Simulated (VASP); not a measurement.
# Al (Pm-3n) in VASP: notebook

Runs on Al. Level: PBE. Tasks: single point, relaxation of cell and atoms.

All numbers are computed with VASP 6.6.1; they aren't measurements. Logs are shortened: lines on timing, memory, paths and dates and some standing lists are left out, and cuts for length are marked.

### 1 The cell of the first run

It takes space group Pm-3n (No. 223, cubic). Conventional cell: a = 5.136 Å, b = 5.136 Å, c = 5.136 Å, α = 90.00°, β = 90.00°, γ = 90.00°. Al (site symmetry m-3) has 12 Al at 2.87 Å within 3.8 Å. Within 3.4 Å of Al (site symmetry -4m2) lie 14 Al at 2.57 to 3.15 Å.

### 2 Single point, PBE

Input file INCAR:

```
PREC = Accurate ; ENCUT = 520
EDIFF = 1E-7 ; ISMEAR = -1
SIGMA = 0.1 ; LREAL = F
LASPH = T ; NELM = 60
ALGO = Normal ; ISIF = 2
LWAVE = F ; LCHARG = F
GGA = PE ; NBANDS = 22
```

Input file KPOINTS:

```
Automatic mesh
0
Gamma
  5 5 5
```

Input file POSCAR:

```
Al
1.0
    5.1360075333      0.0000000000      0.0000000000
    0.0000000000      5.1360075333      0.0000000000
    0.0000000000      0.0000000000      5.1360075333
Al
8
Direct
    1.0000000000      1.0000000000      1.0000000000
    0.5000000000      0.5000000000      0.5000000000
    0.2500000000      1.0000000000      0.5000000000
    0.7500000000      1.0000000000      0.5000000000
    0.5000000000      0.2500000000      0.0000000000
    0.5000000000      0.7500000000      0.0000000000
    0.0000000000      0.5000000000      0.2500000000
    0.0000000000      0.5000000000      0.7500000000
```

Potentials or basis: VASP PAW PBE potentials, release 64 (Al).

The run is started by

```sh
$ cat potpaw_PBE.64/Al/POTCAR > POTCAR
$ mpirun -np 1 vasp_std > vasp.out
```

OUTCAR:

```text
PREC = Accurate
   ENCUT = 520
   EDIFF = 1E-7
   ISMEAR = -1
   LREAL = F
   LASPH = T
   NELM = 60
   ISIF = 2
   GGA = PE

 ion  position               nearest neighbor table
   1  0.000  0.000  0.000-   3 2.87   4 2.87   5 2.87   6 2.87   7 2.87   8 2.87   3 2.87   4 2.87
                             7 2.87   8 2.87   5 2.87   6 2.87
   2  0.500  0.500  0.500-   3 2.87   4 2.87   5 2.87   6 2.87   7 2.87   8 2.87   5 2.87   6 2.87
                             3 2.87   4 2.87   7 2.87   8 2.87
   3  0.250  0.000  0.500-   4 2.57   4 2.57   1 2.87   1 2.87   2 2.87   2 2.87   8 3.15   5 3.15
                             5 3.15   6 3.15   6 3.15   7 3.15   8 3.15   7 3.15
   4  0.750  0.000  0.500-   3 2.57   3 2.57   1 2.87   1 2.87   2 2.87   2 2.87   8 3.15   5 3.15
                             5 3.15   6 3.15   6 3.15   7 3.15   8 3.15   7 3.15
   5  0.500  0.250  0.000-   6 2.57   6 2.57   1 2.87   2 2.87   2 2.87   1 2.87   8 3.15   4 3.15
                             3 3.15   4 3.15   3 3.15   7 3.15   7 3.15   8 3.15
   6  0.500  0.750  0.000-   5 2.57   5 2.57   1 2.87   2 2.87   2 2.87   1 2.87   8 3.15   4 3.15
                             3 3.15   4 3.15   3 3.15   7 3.15   7 3.15   8 3.15
   7  0.000  0.500  0.250-   8 2.57   8 2.57   1 2.87   2 2.87   1 2.87   2 2.87   3 3.15   4 3.15
                             5 3.15   3 3.15   4 3.15   6 3.15   5 3.15   6 3.15
   8  0.000  0.500  0.750-   7 2.57   7 2.57   1 2.87   2 2.87   1 2.87   2 2.87   3 3.15   4 3.15
                             5 3.15   3 3.15   4 3.15   6 3.15   5 3.15   6 3.15

  LATTYP: Found a simple cubic cell.
 ALAT       =     5.1360075333

  Lattice vectors:

 A1 = (   5.1360075333,   0.0000000000,   0.0000000000)
 A2 = (   0.0000000000,   5.1360075333,   0.0000000000)
 A3 = (   0.0000000000,   0.0000000000,   5.1360075333)

Analysis of symmetry for initial positions (statically):
=====================================================================
 Subroutine PRICEL returns:
 Original cell was already a primitive cell.

 Routine SETGRP: Setting up the symmetry group for a
 simple cubic supercell.

 Subroutine GETGRP returns: Found 48 space group operations
 (whereof 24 operations were pure point group operations)
 out of a pool of 48 trial point group operations.

The static configuration has the point symmetry T_h .
 The point group associated with its full space group is O_h .

Analysis of symmetry for dynamics (positions and initial velocities):
=====================================================================
 Subroutine PRICEL returns:
 Original cell was already a primitive cell.

 Routine SETGRP: Setting up the symmetry group for a
 simple cubic supercell.

 Subroutine GETGRP returns: Found 48 space group operations
 (whereof 24 operations were pure point group operations)
 out of a pool of 48 trial point group operations.

The dynamic configuration has the point symmetry T_h .
 The point group associated with its full space group is O_h .

 Subroutine INISYM returns: Found 48 space group operations
 (whereof 24 operations are pure point group operations),
 and found     1 'primitive' translations

----------------------------------------------------------------------------------------

                                     Primitive cell

  volume of cell :     135.4806

  direct lattice vectors                    reciprocal lattice vectors
     5.136007533  0.000000000  0.000000000     0.194703764  0.000000000  0.000000000
     0.000000000  5.136007533  0.000000000     0.000000000  0.194703764  0.000000000
     0.000000000  0.000000000  5.136007533     0.000000000  0.000000000  0.194703764

  length of vectors
     5.136007533  5.136007533  5.136007533     0.194703764  0.194703764  0.194703764

  position of ions in fractional coordinates (direct lattice)
     0.000000000  0.000000000  0.000000000
     0.500000000  0.500000000  0.500000000
     0.250000000  0.000000000  0.500000000
     0.750000000  0.000000000  0.500000000
     0.500000000  0.250000000  0.000000000
     0.500000000  0.750000000  0.000000000
     0.000000000  0.500000000  0.250000000
     0.000000000  0.500000000  0.750000000

  ion indices of the primitive-cell ions
   primitive index   ion index
                 1           1
                 2           2
                 3           3
                 4           4
                 5           5
                 6           6
                 7           7
                 8           8

----------------------------------------------------------------------------------------

 KPOINTS: Automatic mesh

Automatic generation of k-mesh.
 Grid dimensions read from file:
 generate k-points for:    5    5    5

 Generating k-lattice:

  Cartesian coordinates                     Fractional coordinates (reciprocal lattice)
     0.038940753  0.000000000  0.000000000     0.200000000  0.000000000  0.000000000
     0.000000000  0.038940753  0.000000000     0.000000000  0.200000000  0.000000000
     0.000000000  0.000000000  0.038940753     0.000000000  0.000000000  0.200000000

  Length of vectors
     0.038940753  0.038940753  0.038940753

  Shift w.r.t. Gamma in fractional coordinates (k-lattice)
     0.000000000  0.000000000  0.000000000

 Subroutine IBZKPT returns following result:
 ===========================================

 Found     10 irreducible k-points:

 Following reciprocal coordinates:
            Coordinates               Weight
  0.000000  0.000000  0.000000      1.000000
  0.200000  0.000000  0.000000      6.000000
  0.400000  0.000000  0.000000      6.000000
  0.200000  0.200000  0.000000     12.000000
  0.400000  0.200000  0.000000     24.000000
  0.400000  0.400000  0.000000     12.000000
  0.200000  0.200000  0.200000      8.000000
  0.400000  0.200000  0.200000     24.000000
  0.400000  0.400000  0.200000     24.000000
  0.400000  0.400000  0.400000      8.000000
   k-points           NKPTS =     10   k-points in BZ     NKDIM =     10   number of bands    NBANDS=     22
   number of dos      NEDOS =    301   number of ions     NIONS =      8
   total plane-waves  NPLWV =  64000
   dimension x,y,z NGX =    40 NGY =   40 NGZ =   40
   dimension x,y,z NGXF=    80 NGYF=   80 NGZF=   80
   ions per type =               8
   NGX,Y,Z   is equivalent  to a cutoff of  12.95, 12.95, 12.95 a.u.
   NGXF,Y,Z  is equivalent  to a cutoff of  25.89, 25.89, 25.89 a.u.
 SYSTEM =  unknown system
   PREC   = accura    normal or accurate (medium, high low for compatibility)
   ISTART =      0    job   : 0-new  1-cont  2-samecut
   ICHARG =      2    charge: 1-file 2-atom 10-const
   ISPIN  =      1    spin polarized calculation?
   LNONCOLLINEAR =      F non collinear calculations
   LSORBIT =      F    spin-orbit coupling
   LASPH  =      T    aspherical Exc in radial PAW
   ENCUT  =  520.0 eV  38.22 Ry    6.18 a.u.   9.55  9.55  9.55*2*pi/ulx,y,z
   NELM   =     60;   NELMIN=  2; NELMDL= -5     # of ELM steps
   EDIFF  = 0.1E-06   stopping-criterion for ELM
   LREAL  =      F    real-space projection
   EDIFFG = 0.1E-05   stopping-criterion for IOM
   NSW    =      0    number of steps for IOM
   IBRION =     -1    ionic relax: 0-MD 1-quasi-New 2-CG
   NFREE  =      0    steps in history (QN), initial steepest desc. (CG)
   ISIF   =      2    stress and relaxation
   ISYM   =      2    0-nonsym 1-usesym 2-fastsym
   POTIM  = 0.5000    time-step for ionic-motion
   TEBEG  =    0.0;   TEEND  =   0.0 temperature during run
   PSTRESS=    0.0 pullay stress
   NELECT =      24.0000    total number of electrons
   NUPDOWN=      -1.0000    fix difference up-down
   EMIN   =  10.00;   EMAX   =-10.00  energy-range for DOS
   EFERMI =   0.00;   METHOD = LEGACY
   ISMEAR =    -1;   SIGMA  =   0.10  broadening in eV -4-tet -1-fermi 0-gaus
   EFERMI_NEDOS =   21; number of points for ismear=-14 and -15
   IALGO  =     38    algorithm
   IMIX   =      4    mixing-type and parameters
     AMIX     =   0.40;   BMIX     =  1.00
     AMIX_MAG =   1.60;   BMIX_MAG =  1.00
  volume/ion in A,a.u.               =      16.94       114.28
  Fermi-wavevector in a.u.,A,eV,Ry     =   0.919432  1.737474 11.501755  0.845355
  Thomas-Fermi vector in A             =   2.044625
   LORBIT       =      0    0 simple, 1 ext, 2 COOP (PROOUT), +10 PAW based schemes
   GGA     = PE    functional components
   LHFCALC =     F    Hartree Fock is set to
   AEXX    =    0.0000 exact exchange contribution
   IVDW    =     0    specifies the selected vdW correction
   LEPSILON=     F    determine dielectric tensor
   LRPA    =     F    only Hartree local field effects (RPA)
 non-spin polarized calculation
  energy-cutoff  :      520.00
  volume of cell :      135.48
 maximum number of plane-waves:      3743
 NGX is ok and might be reduce to    40
   NGX = 19   NGY = 19   NGZ = 19

 number of electron      23.9999999 magnetization

 Free energy of the ion-electron system (eV)
  ---------------------------------------------------
  ext. energy  EPLUGINS =         0.00000000
  ---------------------------------------------------
  free energy    TOTEN  =       -29.32802108 eV

  energy without entropy =      -29.18122884  energy(sigma->0) =      -29.25462496

 E-fermi :   7.8574     XC(G=0): -10.0950

 val. band max:        7.8466296184   @ k =   0.4000   0.2000   0.2000
 cond. band min:       7.8747390456   @ k =   0.2000   0.2000   0.2000
 fundamental gap:      0.0281094272
 Fermi energy:         7.8573621007

 k-point     1 :       0.0000    0.0000    0.0000
  band No.  band energies     occupation
      1      -3.2318      2.00000
      2       2.0490      2.00000
      3       2.0552      2.00000
      4       2.0552      2.00000
      5       2.4860      2.00000
      6       2.4860      2.00000
[... 14 lines left out ...]
     21      12.7429      0.00000
     22      12.7429      0.00000

 k-point     2 :       0.2000    0.0000    0.0000
  band No.  band energies     occupation
      1      -3.0077      2.00000
      2       0.3058      2.00000
      3       2.2675      2.00000
      4       2.2714      2.00000
      5       2.6985      2.00000
      6       2.6985      2.00000
[... 14 lines left out ...]
     21      11.1751      0.00000
     22      11.1751      0.00000

 k-point     3 :       0.4000    0.0000    0.0000
  band No.  band energies     occupation
      1      -2.3378      2.00000
      2      -1.2288      2.00000
      3       2.9084      2.00000
      4       2.9117      2.00000
      5       3.3315      2.00000
      6       3.3315      2.00000
[... 14 lines left out ...]
     21      12.5124      0.00000
     22      12.5903      0.00000

 k-point     4 :       0.2000    0.2000    0.0000
  band No.  band energies     occupation
      1      -2.7840      2.00000
      2       0.5227      2.00000
      3       0.5262      2.00000
      4       2.4847      2.00000
      5       2.9104      2.00000
      6       3.7339      2.00000
[... 14 lines left out ...]
     21      12.2757      0.00000
     22      12.6709      0.00000

 k-point     5 :       0.4000    0.2000    0.0000
  band No.  band energies     occupation
      1      -2.1150      2.00000
      2      -1.0078      2.00000
      3       1.1777      2.00000
      4       2.2571      2.00000
      5       3.1209      2.00000
      6       3.5413      2.00000
[... 14 lines left out ...]
     21      12.0363      0.00000
     22      12.7323      0.00000

 k-point     6 :       0.4000    0.4000    0.0000
  band No.  band energies     occupation
      1      -1.4491      2.00000
      2      -0.3494      2.00000
      3      -0.3446      2.00000
      4       0.7464      2.00000
      5       3.7349      2.00000
      6       4.1608      2.00000
[... 14 lines left out ...]
     21      13.0592      0.00000
     22      13.4039      0.00000

 k-point     7 :       0.2000    0.2000    0.2000
  band No.  band energies     occupation
      1      -2.5606      2.00000
      2       0.7406      2.00000
      3       0.7406      2.00000
      4       0.7468      2.00000
      5       3.9135      2.00000
      6       3.9135      2.00000
[... 14 lines left out ...]
     21      12.4514      0.00000
     22      12.5775      0.00000

 k-point     8 :       0.4000    0.2000    0.2000
  band No.  band energies     occupation
      1      -1.8927      2.00000
      2      -0.7871      2.00000
      3       1.3910      2.00000
      4       1.3981      2.00000
      5       2.4633      2.00000
      6       2.4788      2.00000
[... 14 lines left out ...]
     21      13.2344      0.00000
     22      13.5042      0.00000

 k-point     9 :       0.4000    0.4000    0.2000
  band No.  band energies     occupation
      1      -1.2278      2.00000
      2      -0.1301      2.00000
      3      -0.1246      2.00000
      4       0.9640      2.00000
      5       2.0419      2.00000
      6       3.0844      2.00000
[... 14 lines left out ...]
     21      12.2883      0.00000
     22      12.3013      0.00000

 k-point    10 :       0.4000    0.4000    0.4000
  band No.  band energies     occupation
      1      -0.5660      2.00000
      2       0.5247      2.00000
      3       0.5247      2.00000
      4       0.5375      2.00000
      5       1.6056      2.00000
      6       1.6056      2.00000
[... 14 lines left out ...]
     21      12.1275      0.00000
     22      12.2762      0.00000

------------------------ aborting loop because EDIFF is reached ----------------------------------------

  FORCE on cell =-STRESS in cart. coord.  units (eV):
  Direction    XX          YY          ZZ          XY          YZ          ZX
  --------------------------------------------------------------------------------------
  -------------------------------------------------------------------------------------
  Total       -0.0203735     -0.0203735     -0.0203735     -0.0000000      0.0000000     -0.0000000
  in kB       -0.2409347     -0.2409347     -0.2409347     -0.0000000      0.0000000     -0.0000000
  external PRESSURE =      -0.2409347 kB  Pullay stress =       0.0000000 kB

 VOLUME and BASIS-vectors are now :
 -----------------------------------------------------------------------------
  energy-cutoff  :      520.00
  volume of cell :      135.48
      direct lattice vectors                 reciprocal lattice vectors
     5.136007533  0.000000000  0.000000000     0.194703764  0.000000000  0.000000000
     0.000000000  5.136007533  0.000000000     0.000000000  0.194703764  0.000000000
     0.000000000  0.000000000  5.136007533     0.000000000  0.000000000  0.194703764

 POSITION                                       TOTAL-FORCE (eV/Angst)
 -----------------------------------------------------------------------------------
      0.00000      0.00000      0.00000         0.000000     -0.000000      0.000000
      2.56800      2.56800      2.56800         0.000000     -0.000000      0.000000
      1.28400      0.00000      2.56800        -0.000000     -0.000000     -0.000000
      3.85201      0.00000      2.56800         0.000000      0.000000     -0.000000
      2.56800      1.28400      0.00000        -0.000000     -0.000000     -0.000000
      2.56800      3.85201      0.00000         0.000000      0.000000      0.000000
      0.00000      2.56800      1.28400        -0.000000      0.000000     -0.000000
      0.00000      2.56800      3.85201         0.000000     -0.000000      0.000000
 -----------------------------------------------------------------------------------
    total drift:                               -0.000000      0.000000     -0.000000

  FREE ENERGIE OF THE ION-ELECTRON SYSTEM (eV)
  ---------------------------------------------------
  free  energy   TOTEN  =       -29.3280210817 eV

  energy  without entropy=      -29.1812288430  energy(sigma->0) =      -29.25462496
```

Wall time 15 s (1 thread of Intel Xeon 6975P-C (Granite Rapids), shared host); peak memory 0.23 GiB.

Results:

```yaml
Free_energy: -29.3280 eV
Pressure: 0.0 GPa
Band_gap_on_the_k_mesh: zero (band 12 reaches 9.72 eV, above the bottom of band 13 at 7.17 eV)
```

Levels at points of the mesh, in eV from the Fermi level:
```csv
k point,band 9,band 10,band 11,band 12,band 13,band 14,band 15,band 16
"(0.00, 0.00, 0.00)",-1.23,-0.79,-0.79,-0.79,0.13,0.13,0.13,0.49
```

(Part 1 of 2 ends here.)
